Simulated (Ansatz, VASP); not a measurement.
## One calculation of Be2H3, two programs

```
CELL_PARAMETERS angstrom
1.76754 1.02049 2.57959
-1.76754 1.02049 2.57959
0.00000 -2.04098 2.57959
ATOMIC_POSITIONS crystal
Be 0.00000 0.00000 0.00000
Be 0.50000 0.50000 0.50000
H 0.00000 0.00000 0.50000
H 0.50000 0.00000 0.00000
H 0.00000 0.50000 0.00000
```

Alike in both runs: task relaxation of cell and atoms; functional PBE; k mesh 12 × 12 × 12; occupations gaussian, width 0.1 eV; no spin polarisation.

|  | VASP | Ansatz |
| --- | --- | --- |
| version | VASP 6.6.1 | Ansatz 0.2.0 |
| potentials or method | VASP PAW PBE potentials, release 64 (Be, H), cutoff 600 eV | scalar-relativistic, plane waves, PAW |
| valence electrons in the cell | 7 | 7 |

Ansatz gave:

- gap on the k mesh at the Fermi level, each at its own relaxed structure (eV): none
- relaxed volume (Å³/atom): 5.57
- relaxed cell length with the largest relative difference (Å): 3.289

Question: Estimate VASP's values.

Answer: gap on the k mesh at the Fermi level, each at its own relaxed structure (eV): none; relaxed volume (Å³/atom): 5.58; relaxed cell length with the largest relative difference (Å): 3.289.

A gap of «none» marks a metal or a gap that the smearing closes.
